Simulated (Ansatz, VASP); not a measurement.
## SnO2: VASP beside Ansatz

INCAR

```
SYSTEM = SnO2
PREC = Accurate
ENCUT = 520
EDIFF = 1E-6
ISMEAR = 0
SIGMA = 0.05
LREAL = .FALSE.
LASPH = .TRUE.
NELM = 100
ALGO = Normal
ISIF = 2
LWAVE = .FALSE.
LCHARG = .TRUE.
LELF = .TRUE.
LVHAR = .TRUE.
NBANDS = 20
```

KPOINTS

```
Automatic mesh
0
G
  12 12 12
  0 0 0
```

File POSCAR:

```
SnO2
1.0
    1.5217428458      0.8785786417      5.4210366978
   -1.5217428458      0.8785786417      5.4210366978
    0.0000000000     -1.7571572834      5.4210366978
Sn O
1 2
Direct
    0.5000000000      0.5000000000      0.5000000000
    0.2371700000      0.2371700000      0.2371700000
    0.7628300000      0.7628300000      0.7628300000
```

Input for Ansatz:

```yaml
crystal:
  lattice:
    - [1.5217428458, 0.8785786417, 5.4210366978]
    - [-1.5217428458, 0.8785786417, 5.4210366978]
    - [0.0, -1.7571572834, 5.4210366978]
  atoms:
    - { symbol: Sn, position: [0.5, 0.5, 0.5] }
    - { symbol: O, position: [0.23717, 0.23717, 0.23717] }
    - { symbol: O, position: [0.76283, 0.76283, 0.76283] }
basis:
  ecutwfc: 420
kpoints:
  mp_grid: { grid: [12, 12, 12] }
hamiltonian:
  xc: lda
scf:
  occupations: { method: gaussian, width: 0.05 }
output:
  forces: true
  stress: true
  eigenvalues: true
  write_density: true
  write_potential: true
  elf: true
  volumetric_format: npy
```

Alike in both runs: task single point; functional LDA; k mesh 12 × 12 × 12; occupations gaussian, width 0.05 eV; no spin polarisation.

|  | VASP | Ansatz |
| --- | --- | --- |
| version | VASP 6.6.1 | Ansatz 0.2.0 |
| potentials or method | VASP PAW LDA potentials, release 64 (Sn_d, O), cutoff 520 eV | scalar-relativistic, plane waves, PAW |
| valence electrons in the cell | 26 | 26 |

Ansatz gave:

| Quantity | Value |
| --- | --- |
| gap on the k mesh at the Fermi level (eV) | 2.79 |
| least direct gap on the mesh (eV) | 3.01 |
| pressure (GPa) | 1.1 |
| traceless stress, the component that is largest in VASP (GPa) | -14.34 |
| rms of the force components (eV/Å) | 0.669 |

Q: What did VASP give for the same quantities?

A: gap on the k mesh at the Fermi level (eV): 2.78; least direct gap on the mesh (eV): 3.01; pressure (GPa): 2.0; traceless stress, the component that is largest in VASP (GPa): -14.73; rms of the force components (eV/Å): 0.626.

LDA's correlation is that of Perdew and Zunger in VASP and of Perdew and Wang (1992) in Ansatz. Atom by atom the forces differ by 0.043 eV/Å (rms over components).
